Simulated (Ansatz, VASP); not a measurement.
# ScAl2 in VASP and in Ansatz

The input POSCAR:

```
ScAl2
1.0
    0.0000000000      3.7776526849      3.7776526849
    3.7776526849      0.0000000000      3.7776526849
    3.7776526849      3.7776526849      0.0000000000
Sc Al
2 4
Direct
    0.5000000000      0.5000000000      0.5000000000
    0.7500000000      0.7500000000      0.7500000000
    0.1250000000      0.1250000000      0.1250000000
    0.6250000000      0.1250000000      0.1250000000
    0.1250000000      0.6250000000      0.1250000000
    0.1250000000      0.1250000000      0.6250000000
```

File INCAR.step1:

```
SYSTEM = ScAl2
PREC = Accurate
ENCUT = 600
ISMEAR = 0
SIGMA = 0.1
LREAL = .FALSE.
LASPH = .TRUE.
NELM = 60
GGA = PE
ALGO = Normal
EDIFF = 1E-4
LWAVE = .TRUE.
LCHARG = .FALSE.
```

INCAR.step2

```
SYSTEM = ScAl2
PREC = Accurate
ENCUT = 600
EDIFF = 1E-7
ISMEAR = 0
SIGMA = 0.1
LREAL = .FALSE.
LASPH = .TRUE.
NELM = 60
ALGO = Normal
ISIF = 3
LWAVE = .FALSE.
LCHARG = .FALSE.
METAGGA = R2SCAN
LMIXTAU = .TRUE.
IBRION = 2
NSW = 80
EDIFFG = -0.01
ISTART = 1
```

Contents of KPOINTS:

```
Automatic mesh
0
G
  1 1 1
  0 0 0
```

Input for Ansatz:

```yaml
crystal:
  lattice:
    - [0.0, 3.7776526849, 3.7776526849]
    - [3.7776526849, 0.0, 3.7776526849]
    - [3.7776526849, 3.7776526849, 0.0]
  atoms:
    - { symbol: Sc, position: [0.5, 0.5, 0.5] }
    - { symbol: Sc, position: [0.75, 0.75, 0.75] }
    - { symbol: Al, position: [0.125, 0.125, 0.125] }
    - { symbol: Al, position: [0.625, 0.125, 0.125] }
    - { symbol: Al, position: [0.125, 0.625, 0.125] }
    - { symbol: Al, position: [0.125, 0.125, 0.625] }
basis:
  ecutwfc: 500
kpoints:
  mp_grid: { grid: [1, 1, 1] }
hamiltonian:
  xc: r2scan
scf:
  occupations: { method: gaussian, width: 0.1 }
output:
  forces: true
  stress: true
  eigenvalues: true
relax:
  adjacent_minimum: "off"
  f_tol: 0.01
  max_steps: 60
  cell: { stress_tol: 0.05 }
```

Alike in both runs: task relaxation of cell and atoms; functional r2SCAN; k mesh 1 × 1 × 1; occupations gaussian, width 0.1 eV; no spin polarisation.

```csv
,VASP,Ansatz
version,VASP 6.6.1,Ansatz 0.2.0
potentials or method,"VASP PAW PBE potentials, release 64 (Sc_sv, Al), cutoff 600 eV","scalar-relativistic, plane waves, PAW"
valence electrons in the cell,34,34
```

Ansatz gave:

* relaxed volume (Å³/atom): 18.17
* relaxed cell length with the largest relative difference (Å): 5.362

Problem. Which values does VASP return?

Solution. Relaxed volume (Å³/atom): 18.16; relaxed cell length with the largest relative difference (Å): 5.361.

VASP's potentials were made for PBE, not for r2SCAN.

The k mesh is coarse, so the values compare programs but aren't converged.
